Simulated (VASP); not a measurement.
Crystal: Ce2CoH.

```xyz
8
Lattice="1.9404 3.3609 0.0000 -1.9404 3.3609 0.0000 0.0000 0.0000 11.9687" Properties=species:S:1:pos:R:3 pbc="T T T"
Co    0.0000    0.0000    0.0000
Co    0.0000    0.0000    5.9844
Ce    0.0000    2.2406    1.2890
Ce    0.0000    4.4812    7.2734
Ce    0.0000    2.2406    4.6953
Ce    0.0000    4.4812   10.6797
H     0.0000    2.2406    2.9922
H     0.0000    4.4812    8.9765
```

| Property | Result |
| --- | --- |
| Program | VASP 6.6.1 |
| Task | relaxation of cell and atoms |
| Functional | PBE |
| Potentials or basis | VASP PAW PBE potentials, release 64 (Co, Ce, H) |
| Cutoff | 600 eV |
| k mesh | 5 × 5 × 2 |
| Occupations | fermi-dirac, width 0.0127 eV |
| Spin | collinear spin, ferrimagnetic start |
| Starting moments | [-0.17, -0.17, 0.51, 0.51, 0.51, 0.51, 0.0, 0.0] μB |

At the start: pressure 17.5 GPa; volume 19.51 Å³/atom.

Question: How do energy, volume and symmetry change on relaxing?

Answer: Over 12 steps the energy falls by 485.6 meV/atom and the volume is 24.64 Å³/atom (+26.3 %); space group P6_3/mmc (No. 194, to 0.05 Å); moment 1.13 μB per cell.

The path:
| step | energy change (eV) | largest force (eV/Å) | pressure (GPa) | volume (Å³) |
| --- | --- | --- | --- | --- |
| 1 | 0.0000 | 2.5013 | 17.47 | 156.11 |
| 2 | -3.8166 | 0.3359 | -1.06 | 207.11 |
| 3 | -3.8529 | 0.3103 | -1.02 | 201.42 |
| 4 | -3.8527 | 0.3106 | -0.82 | 200.47 |
| 5 | -3.8798 | 0.0335 | 0.18 | 196.69 |
| 6 | -3.8802 | 0.0192 | 0.31 | 196.21 |
| 7 | -3.8844 | 0.0150 | 0.05 | 197.12 |
| 8 | -3.8847 | 0.0160 | -0.03 | 197.41 |
| 9 | -3.8847 | 0.0156 | -0.04 | 197.43 |
| 10 | -3.8848 | 0.0169 | -0.02 | 197.30 |
| 11 | -3.8848 | 0.0181 | 0.01 | 197.11 |
| 12 | -3.8849 | 0.0068 | -0.01 | 197.12 |

Final structure:
```yaml
crystal:
  lattice:
    - [1.97516, 3.42108, 0.00001]
    - [-1.97516, 3.42107, 0.00001]
    - [0.00002, 0.00004, 14.58594]
  atoms:
    - { symbol: Co, position: [0.00000, 0.00000, 0.00010] }
    - { symbol: Co, position: [0.00000, 0.00000, 0.49992] }
    - { symbol: Ce, position: [0.33333, 0.33334, 0.09749] }
    - { symbol: Ce, position: [0.66666, 0.66667, 0.59801] }
    - { symbol: Ce, position: [0.33333, 0.33334, 0.40233] }
    - { symbol: Ce, position: [0.66667, 0.66667, 0.90213] }
    - { symbol: H, position: [0.33333, 0.33334, 0.25042] }
    - { symbol: H, position: [0.66666, 0.66667, 0.74958] }
```

Caveat: the k points lie up to 0.37 Å⁻¹ apart in the final cell; the magnetic or orbital state may not be the lowest; the electronic state changed during the relaxation; the volume moved by over 15 % at a fixed basis, so the end points are rough; without U or exact exchange the open f shell lies at the Fermi level, which spoils levels, moments and volumes.
